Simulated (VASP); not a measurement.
# CdS (P1) in VASP: single point with PBEsol

Aim: the single point of CdS with PBEsol.

Everything below comes from runs of VASP 6.6.1. Logs are shortened: lines on timing, memory, paths and dates and some standing lists are left out, and cuts for length are marked.

## 1. The cell of the first run

The typed cell holds 4 atoms: a = 4.135 Å, b = 4.099 Å, c = 6.750 Å, α = 89.57°, β = 88.85°, γ = 119.13°.

## 2. Single point, PBEsol (equal xy, yz and zx shear strains of +2 %)

The input, INCAR:

```
PREC = Accurate ; ENCUT = 520
EDIFF = 1E-7 ; ISMEAR = -1
SIGMA = 0.01 ; LREAL = F
LASPH = T ; NELM = 60
ALGO = Normal ; ISIF = 2
LWAVE = F ; LCHARG = F
GGA = PS ; NBANDS = 26
```

The input, KPOINTS:

```
regular mesh
0
Gamma
  7 7 4
```

The input, POSCAR:

```
CdS
1.0
    4.1347992034      0.0413479920      0.0413479920
   -2.0315911902      3.5601671537      0.0151344155
    0.0674900000      0.0674900000      6.7490000000
Cd S
2 2
Direct
    0.3333333333      0.6666666667      0.0000000000
    0.6666666667      0.3333333333      0.5000000000
    0.3333333333      0.6666666667      0.3850000000
    0.6666666667      0.3333333333      0.8850000000
```

Potentials or basis: VASP PAW PBE potentials, release 64 (Cd, S).

Launch:

```sh
cat potpaw_PBE.64/Cd/POTCAR potpaw_PBE.64/S/POTCAR > POTCAR
mpirun -np 1 vasp_std > vasp.out
```

OUTCAR:

```text
PREC = Accurate
   ENCUT = 520
   EDIFF = 1E-7
   ISMEAR = -1
   LREAL = F
   LASPH = T
   NELM = 60
   ISIF = 2
   GGA = PS

 ion  position               nearest neighbor table
   1  0.333  0.667  0.000-   4 2.49   4 2.50   4 2.55   3 2.60
   2  0.667  0.333  0.500-   3 2.50   3 2.51   3 2.53   4 2.60
   3  0.333  0.667  0.385-   2 2.50   2 2.51   2 2.53   1 2.60
   4  0.667  0.333  0.885-   1 2.49   1 2.50   1 2.55   2 2.60

  LATTYP: Found a triclinic cell.
 ALAT       =     4.1710413033
 B/A-ratio  =     0.9827452114
 C/A-ratio  =     1.6182229749
 COS(alpha) =     0.0074204947
 COS(beta)  =     0.0272158148
 COS(gamma) =     0.5000757388

  Lattice vectors:

 A1 = (   2.1032080132,   3.6015151457,   0.0564824075)
 A2 = (  -2.0315911902,   3.5601671537,   0.0151344155)
 A3 = (   0.0674900000,   0.0674900000,   6.7490000000)

Analysis of symmetry for initial positions (statically):
=====================================================================
 Subroutine PRICEL returns:
 Original cell was already a primitive cell.

 Routine SETGRP: Setting up the symmetry group for a
 triclinic supercell.

 Subroutine GETGRP returns: Found  1 space group operations
 (whereof  1 operations were pure point group operations)
 out of a pool of  2 trial point group operations.

The static configuration has the point symmetry C_1 .

Analysis of symmetry for dynamics (positions and initial velocities):
=====================================================================
 Subroutine PRICEL returns:
 Original cell was already a primitive cell.

 Routine SETGRP: Setting up the symmetry group for a
 triclinic supercell.

 Subroutine GETGRP returns: Found  1 space group operations
 (whereof  1 operations were pure point group operations)
 out of a pool of  2 trial point group operations.

The dynamic configuration has the point symmetry C_1 .

 Subroutine INISYM returns: Found  1 space group operations
 (whereof  1 operations are pure point group operations),
 and found     1 'primitive' translations

----------------------------------------------------------------------------------------

                                     Primitive cell

  volume of cell :      99.8963

  direct lattice vectors                    reciprocal lattice vectors
[... 86 lines left out ...]
   LNONCOLLINEAR =      F non collinear calculations
   LSORBIT =      F    spin-orbit coupling
   LASPH  =      T    aspherical Exc in radial PAW
   ENCUT  =  520.0 eV  38.22 Ry    6.18 a.u.   7.69  7.62 12.55*2*pi/ulx,y,z
   NELM   =     60;   NELMIN=  2; NELMDL= -5     # of ELM steps
   EDIFF  = 0.1E-06   stopping-criterion for ELM
   LREAL  =      F    real-space projection
   EDIFFG = 0.1E-05   stopping-criterion for IOM
   NSW    =      0    number of steps for IOM
   IBRION =     -1    ionic relax: 0-MD 1-quasi-New 2-CG
   NFREE  =      0    steps in history (QN), initial steepest desc. (CG)
   ISIF   =      2    stress and relaxation
   ISYM   =      2    0-nonsym 1-usesym 2-fastsym
   POTIM  = 0.5000    time-step for ionic-motion
   TEBEG  =    0.0;   TEEND  =   0.0 temperature during run
   PSTRESS=    0.0 pullay stress
   NELECT =      36.0000    total number of electrons
   NUPDOWN=      -1.0000    fix difference up-down
   EMIN   =  10.00;   EMAX   =-10.00  energy-range for DOS
   EFERMI =   0.00;   METHOD = LEGACY
   ISMEAR =    -1;   SIGMA  =   0.01  broadening in eV -4-tet -1-fermi 0-gaus
   EFERMI_NEDOS =   21; number of points for ismear=-14 and -15
   IALGO  =     38    algorithm
   IMIX   =      4    mixing-type and parameters
     AMIX     =   0.40;   BMIX     =  1.00
     AMIX_MAG =   1.60;   BMIX_MAG =  1.00
  volume/ion in A,a.u.               =      24.97       168.53
  Fermi-wavevector in a.u.,A,eV,Ry     =   1.165000  2.201530 18.466160  1.357224
  Thomas-Fermi vector in A             =   2.301531
   LORBIT       =      0    0 simple, 1 ext, 2 COOP (PROOUT), +10 PAW based schemes
   GGA     = PS    functional components
   LHFCALC =     F    Hartree Fock is set to
   AEXX    =    0.0000 exact exchange contribution
   IVDW    =     0    specifies the selected vdW correction
   LEPSILON=     F    determine dielectric tensor
   LRPA    =     F    only Hartree local field effects (RPA)
 non-spin polarized calculation
  energy-cutoff  :      520.00
  volume of cell :       99.90
 maximum number of plane-waves:      2711
   NGX = 15   NGY = 15   NGZ = 25

 number of electron      35.9999993 magnetization

 Free energy of the ion-electron system (eV)
  ---------------------------------------------------
  ext. energy  EPLUGINS =         0.00000000
  ---------------------------------------------------
  free energy    TOTEN  =       -13.60466591 eV

  energy without entropy =      -13.60466591  energy(sigma->0) =      -13.60466591

 E-fermi :   1.4240     XC(G=0):  -9.3376

 val. band max:        1.1774904370   @ k =   0.0000   0.0000   0.0000
 cond. band min:       2.2351980115   @ k =   0.0000   0.0000   0.0000
 fundamental gap:      1.0577075746
 Fermi energy:         1.4239983144

 k-point     1 :       0.0000    0.0000    0.0000
  band No.  band energies     occupation
      1     -11.1999      2.00000
      2     -10.7758      2.00000
      3      -6.5635      2.00000
      4      -6.5525      2.00000
      5      -6.4962      2.00000
      6      -6.4850      2.00000
[... 685 lines left out ...]
     25       9.0109      0.00000
     26      10.1278      0.00000

 [... further k-points ...]

------------------------ aborting loop because EDIFF is reached ----------------------------------------

  FORCE on cell =-STRESS in cart. coord.  units (eV):
  Direction    XX          YY          ZZ          XY          YZ          ZX
  --------------------------------------------------------------------------------------
  -------------------------------------------------------------------------------------
  Total        0.3718373      0.3587664     -0.9787817     -0.5282805     -0.2957010     -0.2963707
  in kB        5.9636757      5.7540393    -15.6980944     -8.4727750     -4.7425714     -4.7533134
  external PRESSURE =      -1.3267931 kB  Pullay stress =       0.0000000 kB

 VOLUME and BASIS-vectors are now :
 -----------------------------------------------------------------------------
  energy-cutoff  :      520.00
  volume of cell :       99.90
      direct lattice vectors                 reciprocal lattice vectors
     4.134799203  0.041347992  0.041347992     0.240514845  0.137264626 -0.003777795
    -2.031591190  3.560167154  0.015134415    -0.002765538  0.279319304 -0.002765538
     0.067490000  0.067490000  6.749000000    -0.001467321 -0.001467321  0.148199446

 POSITION                                       TOTAL-FORCE (eV/Angst)
 -----------------------------------------------------------------------------------
      0.02387      2.38723      0.02387        -0.192155     -0.070103      0.261714
      2.11308      1.24803      3.40711         0.043757     -0.077380      0.255626
      0.04986      2.41321      2.62224        -0.066460      0.077507     -0.253813
      2.13906      1.27402      6.00548         0.214859      0.069975     -0.263527
 -----------------------------------------------------------------------------------
    total drift:                               -0.000112     -0.000068     -0.000519

  FREE ENERGIE OF THE ION-ELECTRON SYSTEM (eV)
  ---------------------------------------------------
  free  energy   TOTEN  =       -13.6046659140 eV

  energy  without entropy=      -13.6046659140  energy(sigma->0) =      -13.60466591
```

Run time: 5.8 min. Hardware: 1 thread of Intel Xeon 8259CL, shared host; peak memory 0.35 GiB.

What came out:

```yaml
Free_energy: -13.6047 eV
Pressure: -0.1 GPa
Largest_force: 0.347 eV/Å
Band_gap_on_the_k_mesh: 1.06 eV
```

Forces on the atoms (eV/Å):
```
Cd  -0.192 -0.070  0.262
Cd   0.044 -0.077  0.256
S   -0.066  0.078 -0.254
S    0.215  0.070 -0.264
```

Stress tensor (GPa, compression positive):
```
 0.60 -0.85 -0.48
-0.85  0.58 -0.47
-0.48 -0.47 -1.57
```

Caveat: the cell differs from its parent crystal (equal xy, yz and zx shear strains of +2 %); the PAW data sets were made with another functional, which shifts forces and pressure a little.
